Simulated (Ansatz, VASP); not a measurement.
## Si in VASP and in Ansatz

```
Si
1.0
    -3.30127    3.30127    1.90836
     3.30127   -3.30127    1.90836
     3.30127    3.30127   -1.90836
Si
4
Direct
  0.11989 0.11989 0.35769
  0.76221 0.76221 0.64231
  0.23779 0.88011 0.00000
  0.88011 0.23779 0.00000
```

Change from the starting cell: mode 4 (135.0 1/cm) frozen in, largest displacement +0.225 Å.

Alike in both runs: task single point; functional LDA; k mesh 10 × 10 × 10; occupations gaussian, width 0.03 eV; no spin polarisation.

```csv
,VASP,Ansatz
version,VASP 6.6.1,Ansatz 0.2.0
potentials or method,"VASP PAW LDA potentials, release 64 (Si), cutoff 520 eV","scalar-relativistic, plane waves, PAW"
valence electrons in the cell,16,16
```

```csv
,VASP,Ansatz,Ansatz less VASP
gap on the k mesh at the Fermi level (eV),none,none,-
pressure (GPa),-1.7,-1.7,-0.03
"traceless stress, the component that is largest in VASP (GPa)",0.72,0.73,+0.006
rms of the force components (eV/Å),0.392,0.393,+0.0010
```

LDA's correlation is that of Perdew and Zunger in VASP and of Perdew and Wang (1992) in Ansatz. Atom by atom the forces differ by 0.002 eV/Å (rms over components). A gap of «none» marks a metal or a gap that the smearing closes.
